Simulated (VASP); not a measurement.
Input of a VASP 6.6.1 run:

Contents of INCAR:

```
SYSTEM = SiO2
PREC = Accurate ; ENCUT = 520
EDIFF = 1E-7 ; ISMEAR = 0
SIGMA = 0.02 ; LREAL = .False.
LASPH = .True. ; NELM = 60
ALGO = Normal ; ISIF = 2
LWAVE = .False. ; LCHARG = .False.
GGA = PE ; NBANDS = 44
```

File KPOINTS:

```
regular mesh
0
Gamma
  6 6 6
  0 0 0
```

POSCAR

```
SiO2
1.0
   -4.3873831214      4.3873831214      2.6132749679
    4.3873831214     -4.3873831214      2.6132749679
    4.3873831214      4.3873831214     -2.6132749679
Si O
4 8
Direct
    0.1778829575      0.1778829575      0.3557659149
    0.8221170425      0.1778829575      0.0000000000
    0.1778829575      0.8221170425      0.0000000000
    0.8221170425      0.8221170425      0.6442340851
    0.5000000000      0.5000000000      0.5000000000
    0.0000000000      0.5000000000      0.0000000000
    0.5000000000      0.0000000000      0.0000000000
    0.0000000000      0.0000000000      0.5000000000
    0.0000000000      0.2149800764      0.2149800764
    0.7850199236      0.0000000000      0.7850199236
    0.2149800764      0.0000000000      0.2149800764
    0.0000000000      0.7850199236      0.7850199236
```

Potentials or basis: VASP PAW PBE potentials, release 64 (Si, O).

Launch:

```console
$ cat potpaw_PBE.64/Si/POTCAR potpaw_PBE.64/O/POTCAR > POTCAR
$ mpirun -np 1 vasp_std > vasp.out
```

Q: Predict the band gap on the k mesh.

A: 5.45 eV.

Q: Predict the largest force.

A: 0.036 eV/Å.

Forces in eV/Å, atoms in the order of the input:
```
Si   0.025  0.025  0.000
Si   0.025 -0.025  0.000
Si  -0.025  0.025  0.000
Si  -0.025 -0.025  0.000
O    0.000  0.000  0.000
O    0.000  0.000  0.000
O    0.000  0.000  0.000
O    0.000  0.000  0.000
O   -0.016  0.000  0.000
O    0.000  0.016  0.000
O    0.000 -0.016  0.000
O    0.016  0.000  0.000
```

 A k mesh can miss the band edges.
